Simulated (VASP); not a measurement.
# CoO: relaxation of cell and atoms with revPBE+D4

CoO:

```xyz
2
Lattice="0.0000 2.1315 2.1315 2.1315 0.0000 2.1315 2.1315 2.1315 0.0000" Properties=species:S:1:pos:R:3 pbc="T T T"
Co    0.0000    0.0000    0.0000
O     2.1315    2.1315    2.1315
```

| Item | Value |
| --- | --- |
| Program | VASP 6.6.1 |
| Task | relaxation of cell and atoms |
| Functional | revPBE |
| Dispersion | D4 |
| Potentials or basis | VASP PAW PBE potentials, release 64 (Co, O) |
| Cutoff | 600 eV |
| k mesh | 11 × 11 × 11 |
| Occupations | fermi-dirac, width 0.05 eV |
| Spin | collinear spin, ferromagnetic start |
| Starting moments | [2.0, 0.0] μB |
| Dipole correction | no |
| Further INCAR settings | ALGO = Normal; EDIFF = 1e-07; IBRION = 2; EDIFFG = -0.01; NSW = 60; ISIF = 3 |

- Relaxed volume: 9.42 Å³/atom
- Relaxed cell: a = 2.986 Å, b = 2.986 Å, c = 2.986 Å, α = 60.00°, β = 60.00°, γ = 60.00°
- Space group after relaxing (to 0.1 Å): Fm-3m (No. 225)
- Energy gained by relaxing: 3.9 meV/atom
- Ionic steps: 3
- Pressure after relaxing: 0.0 GPa
- Net moment: 2.86 μB per cell
- Site moments: Co +2.53; O +0.28 μB
- Valence electrons inside the program's atomic spheres: Co 7.83; O 5.00
- Dispersion energy per atom: -0.542 eV

Step by step:
| step | energy change (eV) | largest force (eV/Å) | pressure (GPa) | volume (Å³) |
| --- | --- | --- | --- | --- |
| 1 | 0.0000 | 0.0000 | -4.51 | 19.37 |
| 2 | -0.0064 | 0.0000 | 2.04 | 18.61 |
| 3 | -0.0078 | 0.0000 | 0.02 | 18.83 |

Final structure:
```
CELL_PARAMETERS angstrom
0.00000 2.11160 2.11160
2.11160 0.00000 2.11160
2.11160 2.11160 0.00000
ATOMIC_POSITIONS crystal
Co 0.00000 0.00000 0.00000
O 0.50000 0.50000 0.50000
```

Levels at points of the mesh, in eV from the Fermi level:
Spin up:
```tsv
k point	band 6	band 7	band 8	band 9	band 10	band 11	band 12
(0.00, 0.00, 0.00)	-3.22	-3.10	-3.10	-3.10	1.18	17.01	18.38
```
Spin down:
```csv
k point,band 2,band 3,band 4,band 5,band 6,band 7,band 8,band 9,band 10,band 11
"(0.00, 0.00, 0.00)",-2.67,-2.67,-2.67,-1.15,-1.15,-1.15,0.10,0.10,1.70,16.86
```

It took 3.6 min on 1 thread of AMD EPYC 7R13, with other jobs on the host, peak memory 0.14 GiB.

Caveat: the PAW data sets were made with another functional, which shifts forces and pressure a little; a cell with one magnetic atom can't hold antiferromagnetic order, which such compounds often take; semilocal functionals often make such compounds metallic where correlation or magnetic order opens a gap, which also shifts bond lengths. With open d or f shells a metallic result of revPBE can be an artefact of self-interaction; +U or a hybrid may open a gap.
